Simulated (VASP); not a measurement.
# AlCo (P-6m2) in VASP: further runs

The runs below take AlCo through relaxation of cell and atoms, single point, with PBE.

Program: VASP 6.6.1. These are calculated values, not measurements. Logs are shortened: lines on timing, memory, paths and dates and some standing lists are left out, and cuts for length are marked.

## Step 1: The cell of the first run

It takes space group P-6m2 (No. 187, hexagonal). The conventional cell has a = 2.703 Å, b = 2.703 Å, c = 4.105 Å, α = 90.00°, β = 90.00°, γ = 120.00°. Within 3.4 Å of Al (site symmetry -6m2) lie 6 Co at 2.58 Å and 6 Al at 2.70 Å. Co (site symmetry -6m2) has 6 Al at 2.58 Å and 6 Co at 2.70 Å within 3.4 Å.

The cell was built from a structure type or drawn by symmetry, and may not be a known phase.

## Step 2: Relaxation of cell and atoms, PBE, collinear spin, ferromagnetic start

File INCAR:

```
  PREC = Accurate
  ENCUT = 600
  EDIFF = 1E-7
  ISMEAR = 0
  SIGMA = 0.1
  LREAL = F
  LASPH = T
  NELM = 150
  ALGO = Normal
  ISIF = 3
  LWAVE = F
  LCHARG = F
  ISPIN = 2
  MAGMOM = 0 3
  LORBIT = 11
  LMAXMIX = 4
  GGA = PE
  IBRION = 2
  NSW = 90
  EDIFFG = -0.04
```

File KPOINTS:

```
regular mesh
0
Gamma
  6 6 4
```

File POSCAR:

```
AlCo
1.0
    2.7032578300      0.0000000000      0.0000000000
   -1.3516289100      2.3410899500      0.0000000000
    0.0000000000      0.0000000000      4.1051371800
Al Co
1 1
Direct
    0.0000000000      0.0000000000      0.5000000000
    0.6666666700      0.3333333300      0.0000000000
```

Potentials or basis: VASP PAW PBE potentials, release 64 (Al, Co).

Run with:

```console
$ cat potpaw_PBE.64/Al/POTCAR potpaw_PBE.64/Co/POTCAR > POTCAR
$ mpirun -np 1 vasp_std > vasp.out
```

OUTCAR:

```text
PREC = Accurate
   ENCUT = 600
   EDIFF = 1E-7
   ISMEAR = 0
   LREAL = F
   LASPH = T
   NELM = 150
   ISIF = 3
   ISPIN = 2
   LORBIT = 11
   GGA = PE
   IBRION = 2
   NSW = 90
   EDIFFG = -0.04

 ion  position               nearest neighbor table
   1  0.000  0.000  0.500-   2 2.58   2 2.58   2 2.58   2 2.58   2 2.58   2 2.58
   2  0.667  0.333  0.000-   1 2.58   1 2.58   1 2.58   1 2.58   1 2.58   1 2.58

  LATTYP: Found a hexagonal cell.
 ALAT       =     2.7032578300
 C/A-ratio  =     1.5185888429

  Lattice vectors:

 A1 = (   2.7032578300,   0.0000000000,   0.0000000000)
 A2 = (  -1.3516289100,   2.3410899500,   0.0000000000)
 A3 = (   0.0000000000,   0.0000000000,   4.1051371800)

Analysis of symmetry for initial positions (statically):
=====================================================================
 Subroutine PRICEL returns:
 Original cell was already a primitive cell.

 Routine SETGRP: Setting up the symmetry group for a
 hexagonal supercell.

 Subroutine GETGRP returns: Found 12 space group operations
 (whereof 12 operations were pure point group operations)
 out of a pool of 24 trial point group operations.

The static configuration has the point symmetry D_3h.

Analysis of symmetry for dynamics (positions and initial velocities):
=====================================================================
 Subroutine PRICEL returns:
 Original cell was already a primitive cell.

 Routine SETGRP: Setting up the symmetry group for a
 hexagonal supercell.

 Subroutine GETGRP returns: Found 12 space group operations
 (whereof 12 operations were pure point group operations)
 out of a pool of 24 trial point group operations.

The dynamic configuration has the point symmetry D_3h.

Analysis of structural, dynamic, and magnetic symmetry:
=====================================================================
 Subroutine PRICEL returns:
 Original cell was already a primitive cell.

 Routine SETGRP: Setting up the symmetry group for a
 hexagonal supercell.

 Subroutine GETGRP returns: Found 12 space group operations
 (whereof 12 operations were pure point group operations)
 out of a pool of 24 trial point group operations.

The overall configuration has the point symmetry D_3h.

 Subroutine INISYM returns: Found 12 space group operations
 (whereof 12 operations are pure point group operations),
 and found     1 'primitive' translations

----------------------------------------------------------------------------------------

                                     Primitive cell

  volume of cell :      25.9796

  direct lattice vectors                    reciprocal lattice vectors
     2.703257830  0.000000000  0.000000000     0.369924019  0.213575731  0.000000000
    -1.351628910  2.341089950  0.000000000     0.000000000  0.427151464  0.000000000
     0.000000000  0.000000000  4.105137180     0.000000000  0.000000000  0.243597219

  length of vectors
     2.703257830  2.703257824  4.105137180     0.427151463  0.427151464  0.243597219

  position of ions in fractional coordinates (direct lattice)
     0.000000000  0.000000000  0.500000000
     0.666666670  0.333333330  0.000000000

  ion indices of the primitive-cell ions
   primitive index   ion index
                 1           1
                 2           2

----------------------------------------------------------------------------------------

 KPOINTS: regular mesh

Automatic generation of k-mesh.
 Grid dimensions read from file:
 generate k-points for:    6    6    4

 Generating k-lattice:

  Cartesian coordinates                     Fractional coordinates (reciprocal lattice)
     0.061654003  0.035595955  0.000000000     0.166666667  0.000000000  0.000000000
     0.000000000  0.071191911  0.000000000     0.000000000  0.166666667  0.000000000
     0.000000000  0.000000000  0.060899305     0.000000000  0.000000000  0.250000000

  Length of vectors
     0.071191911  0.071191911  0.060899305

  Shift w.r.t. Gamma in fractional coordinates (k-lattice)
     0.000000000  0.000000000  0.000000000
[... 33 lines left out ...]
   dimension x,y,z NGXF=    48 NGYF=   48 NGZF=   72
   ions per type =               1   1
   NGX,Y,Z   is equivalent  to a cutoff of  14.76, 14.76, 14.58 a.u.
   NGXF,Y,Z  is equivalent  to a cutoff of  29.52, 29.52, 29.16 a.u.
 SYSTEM =  unknown system
   PREC   = accura    normal or accurate (medium, high low for compatibility)
   ISTART =      0    job   : 0-new  1-cont  2-samecut
   ICHARG =      2    charge: 1-file 2-atom 10-const
   ISPIN  =      2    spin polarized calculation?
   LNONCOLLINEAR =      F non collinear calculations
   LSORBIT =      F    spin-orbit coupling
   LASPH  =      T    aspherical Exc in radial PAW
   ENCUT  =  600.0 eV  44.10 Ry    6.64 a.u.   5.40  5.40  8.20*2*pi/ulx,y,z
   NELM   =    150;   NELMIN=  2; NELMDL= -5     # of ELM steps
   EDIFF  = 0.1E-06   stopping-criterion for ELM
   LREAL  =      F    real-space projection
   EDIFFG = -.4E-01   stopping-criterion for IOM
   NSW    =     90    number of steps for IOM
   IBRION =      2    ionic relax: 0-MD 1-quasi-New 2-CG
   NFREE  =      1    steps in history (QN), initial steepest desc. (CG)
   ISIF   =      3    stress and relaxation
   ISYM   =      2    0-nonsym 1-usesym 2-fastsym
   POTIM  = 0.5000    time-step for ionic-motion
   TEBEG  =    0.0;   TEEND  =   0.0 temperature during run
   PSTRESS=    0.0 pullay stress
   NELECT =      12.0000    total number of electrons
   NUPDOWN=      -1.0000    fix difference up-down
   EMIN   =  10.00;   EMAX   =-10.00  energy-range for DOS
   EFERMI =   0.00;   METHOD = LEGACY
   ISMEAR =     0;   SIGMA  =   0.10  broadening in eV -4-tet -1-fermi 0-gaus
   EFERMI_NEDOS =   21; number of points for ismear=-14 and -15
   IALGO  =     38    algorithm
   IMIX   =      4    mixing-type and parameters
     AMIX     =   0.40;   BMIX     =  1.00
     AMIX_MAG =   1.60;   BMIX_MAG =  1.00
  volume/ion in A,a.u.               =      12.99        87.66
  Fermi-wavevector in a.u.,A,eV,Ry     =   1.265486  2.391423 21.789131  1.601456
  Thomas-Fermi vector in A             =   2.398737
   LORBIT       =     11    0 simple, 1 ext, 2 COOP (PROOUT), +10 PAW based schemes
   GGA     = PE    functional components
   LHFCALC =     F    Hartree Fock is set to
   AEXX    =    0.0000 exact exchange contribution
   IVDW    =     0    specifies the selected vdW correction
   LEPSILON=     F    determine dielectric tensor
   LRPA    =     F    only Hartree local field effects (RPA)
 conjugate gradient relaxation of ions
 spin polarized calculation
 Gauss-broadening in eV      SIGMA  =   0.10
  energy-cutoff  :      600.00
  volume of cell :       25.98
 maximum number of plane-waves:       892
 NGX is ok and might be reduce to    24
   NGX = 11   NGY = 11   NGZ = 17

--------------------------------------- Ionic step        1  -------------------------------------------

 number of electron      12.0000004 magnetization       0.8764680

 Free energy of the ion-electron system (eV)
  ---------------------------------------------------
  ext. energy  EPLUGINS =         0.00000000
  ---------------------------------------------------
  free energy    TOTEN  =       -11.32021007 eV

  energy without entropy =      -11.31750121  energy(sigma->0) =      -11.31885564

------------------------ aborting loop because EDIFF is reached ----------------------------------------

  FORCE on cell =-STRESS in cart. coord.  units (eV):
  Direction    XX          YY          ZZ          XY          YZ          ZX
  --------------------------------------------------------------------------------------
  -------------------------------------------------------------------------------------
  Total       -0.3032988     -0.3032988     -3.2493233     -0.0000000     -0.0000000     -0.0000000
  in kB      -18.7045801    -18.7045801   -200.3873343     -0.0000000     -0.0000000     -0.0000000
  external PRESSURE =     -79.2654982 kB  Pullay stress =       0.0000000 kB
[... 23 lines left out ...]
--------------------------------------- Ionic step        2  -------------------------------------------

 number of electron      12.0000000 magnetization       0.7590999

 E-fermi :  10.2158     XC(G=0): -12.1698

 val. band max:       10.1947681745   @ k =   0.3333   0.0000   0.2500
 cond. band min:      10.2280095870   @ k =   0.1667   0.1667   0.2500
 fundamental gap:      0.0332414125
 Fermi energy:        10.2157899851

 spin component 1

 k-point     1 :       0.0000    0.0000    0.0000
  band No.  band energies     occupation
      1      -0.8003      1.00000
      2       6.5433      1.00000
      3       8.2613      1.00000
      4       8.2613      1.00000
      5       8.8778      1.00000
      6       9.3035      1.00000
      7       9.3035      1.00000
      8      13.7702      0.00000
      9      23.7448      0.00000
     10      23.7448      0.00000
     11      25.8214      0.00000
[... 682 lines left out ...]
  FREE ENERGIE OF THE ION-ELECTRON SYSTEM (eV)
  ---------------------------------------------------
  free  energy   TOTEN  =       -11.4232317142 eV

  energy  without entropy=      -11.4189134463  energy(sigma->0) =      -11.42107258

[... ionic steps 4 to 10 ...]

--------------------------------------- Ionic step       11  -------------------------------------------

 number of electron      12.0000002 magnetization       0.4336729

------------------------ aborting loop because EDIFF is reached ----------------------------------------
[... 67 lines left out ...]
--------------------------------------- Ionic step       13  -------------------------------------------

 number of electron      12.0000001 magnetization       0.4364629

 Free energy of the ion-electron system (eV)
  ---------------------------------------------------
  ext. energy  EPLUGINS =         0.00000000
  ---------------------------------------------------
  free energy    TOTEN  =       -11.44144190 eV

  energy without entropy =      -11.43411232  energy(sigma->0) =      -11.43777711

 E-fermi :   9.6842     XC(G=0): -11.9537

 val. band max:        9.6831970359   @ k =   0.3333   0.0000   0.0000
 cond. band min:       9.6921893095   @ k =   0.3333   0.0000   0.2500
 fundamental gap:      0.0089922735
 Fermi energy:         9.6842063259

 spin component 1

 k-point     1 :       0.0000    0.0000    0.0000
  band No.  band energies     occupation
      1      -1.0185      1.00000
      2       6.3618      1.00000
      3       8.0311      1.00000
      4       8.0311      1.00000
      5       8.8125      1.00000
      6       8.8125      1.00000
      7       8.9813      1.00000
      8      13.8368      0.00000
      9      22.2726      0.00000
     10      22.2726      0.00000
     11      23.9946      0.00000
[... 646 lines left out ...]
  FREE ENERGIE OF THE ION-ELECTRON SYSTEM (eV)
  ---------------------------------------------------
  free  energy   TOTEN  =       -11.4414418969 eV

  energy  without entropy=      -11.4341123244  energy(sigma->0) =      -11.43777711

 reached required accuracy - stopping structural energy minimisation

 total charge

# of ion       s       p       d       tot
------------------------------------------
    1        0.422   0.418   0.000   0.840
    2        0.428   0.469   7.438   8.334
--------------------------------------------------
tot          0.850   0.887   7.438   9.174

 magnetization (x)

# of ion       s       p       d       tot
------------------------------------------
    1       -0.003  -0.011   0.000  -0.013
    2       -0.003  -0.011   0.510   0.496
--------------------------------------------------
tot         -0.006  -0.021   0.510   0.483
```

Run time: 4.5 min. Hardware: 1 thread of Intel Xeon 8259CL, shared host; peak memory 0.19 GiB.

What came out:

```yaml
Free_energy: -11.4414 eV
Relaxed_volume: 12.31 Å³/atom
Relaxed_cell: a = 2.768 Å, b = 2.768 Å, c = 3.711 Å, α = 90.00°, β = 90.00°, γ = 120.00°
Space_group_after_relaxing_to_0.1_Å: P-6m2 (No. 187)
Energy_gained_by_relaxing: 60.6 meV/atom
Ionic_steps: 13
Pressure_after_relaxing: 0.0 GPa
Net_moment: 0.44 μB per cell
Site_moments: Al -0.01; Co +0.50 μB
Valence_electrons_inside_the_program's_atomic_spheres: Al 0.84; Co 8.33
```

Stress tensor (GPa, compression positive):
```
 0.10  0.00  0.00
 0.00  0.10  0.00
 0.00  0.00 -0.20
```

The path:
```
step  energy change (eV)  largest force (eV/Å)  pressure (GPa)  volume (Å³)
   1              0.0000                0.0000           -7.93        25.98
   2             -0.0907                0.0000            7.37        23.59
   3             -0.1030                0.0000            3.10        24.15
   4             -0.1031                0.0000            2.68        24.21
   5             -0.1144                0.0000           -0.38        24.70
   6             -0.1147                0.0000           -1.09        24.82
   7             -0.1169                0.0000           -0.01        24.63
   8             -0.1183                0.0000            1.50        24.38
   9             -0.1191                0.0000            1.54        24.38
  10             -0.1193                0.0000            1.93        24.35
  11             -0.1198                0.0000            1.69        24.36
  12             -0.1206                0.0000            1.05        24.46
  13             -0.1212                0.0000            0.00        24.63
```

Final structure:
```
CELL_PARAMETERS angstrom
2.76835 0.00000 0.00000
-1.38418 2.39746 0.00000
0.00000 0.00000 3.71076
ATOMIC_POSITIONS crystal
Al 0.00000 0.00000 0.50000
Co 0.66667 0.33333 0.00000
```

Caveat: the k points lie up to 0.44 Å⁻¹ apart in the final cell.

## Step 3: Single point, PBE, collinear spin, ferromagnetic start

This run uses another cell than the first one, of 12.30 Å³/atom.

File INCAR:

```
SYSTEM = AlCo
ALGO = Fast
EDIFF = 1E-6
ENCUT = 520
GGA = PE
ISIF = 2
ISMEAR = 0
ISPIN = 2
LASPH = .True.
LCHARG = .True.
LELF = .True.
LMAXMIX = 4
LORBIT = 11
LREAL = .False.
LVHAR = .True.
LWAVE = .False.
MAGMOM = 0 0.92
NBANDS = 17
NELM = 150
PREC = Accurate
SIGMA = 0.1
```

File KPOINTS:

```
k-points
0
Gamma
  24 24 14
  0 0 0
```

File POSCAR:

```
AlCo
1.0
    2.7353381958      0.0000000000      0.0000000000
   -1.3676690979      2.3688723655      0.0000000000
    0.0000000000      0.0000000000      3.7961585755
Al Co
1 1
Direct
    0.0000000000      0.0000000000      0.5000000000
    0.6666666667      0.3333333333      0.0000000000
```

Potentials or basis: VASP PAW PBE potentials, release 64 (Al, Co).

Run with:

```console
$ cat potpaw_PBE.64/Al/POTCAR potpaw_PBE.64/Co/POTCAR > POTCAR
$ mpirun -np 1 vasp_std > vasp.out
```

Run time: 8.3 min. Hardware: 1 thread of Intel Xeon 8259CL, shared host; peak memory 0.4 GiB.

Results (log left out):

| Quantity | Value |
| --- | --- |
| Free energy | -11.4547 eV |
| Pressure | 0.0 GPa |
| Net moment | 0.65 μB per cell |
| Site moments | Al -0.01; Co +0.70 μB |
| Valence electrons inside the program's atomic spheres | Al 0.84; Co 8.31 |

Stress tensor (GPa, compression positive):
```
 0.10  0.00  0.00
 0.00  0.10  0.00
 0.00  0.00 -0.30
```

Levels at points of the mesh, in eV from the Fermi level:
Spin up:
```tsv
k point	band 2	band 3	band 4	band 5	band 6	band 7	band 8	band 9	band 10	band 11
(0.00, 0.00, 0.00)	-3.34	-1.75	-1.75	-1.01	-0.79	-0.79	3.74	13.17	13.17	14.93
(0.50, 0.00, 0.00)	-3.95	-2.84	-2.78	-1.13	-0.41	0.97	5.16	6.65	7.92	8.56
(0.00, 0.00, 0.50)	-6.87	-1.91	-1.74	-1.74	-0.89	-0.89	10.77	14.48	14.48	15.16
(0.50, 0.00, 0.50)	-3.51	-2.84	-1.41	-1.29	-0.69	-0.41	2.13	3.21	10.33	10.44
```
Spin down:
| k point | band 4 | band 5 | band 6 | band 7 | band 8 | band 9 |
| --- | --- | --- | --- | --- | --- | --- |
| (0.00, 0.00, 0.00) | -0.86 | -0.86 | -0.27 | -0.27 | 4.06 | 13.16 |
| (0.50, 0.00, 0.00) | -2.16 | -0.63 | 0.60 | 1.66 | 5.12 | 6.68 |
| (0.00, 0.00, 0.50) | -0.85 | -0.85 | -0.38 | -0.38 | 10.71 | 14.45 |
| (0.50, 0.00, 0.50) | -0.82 | -0.80 | -0.69 | 0.60 | 2.44 | 3.66 |

(Continued in part 2 of 2.)
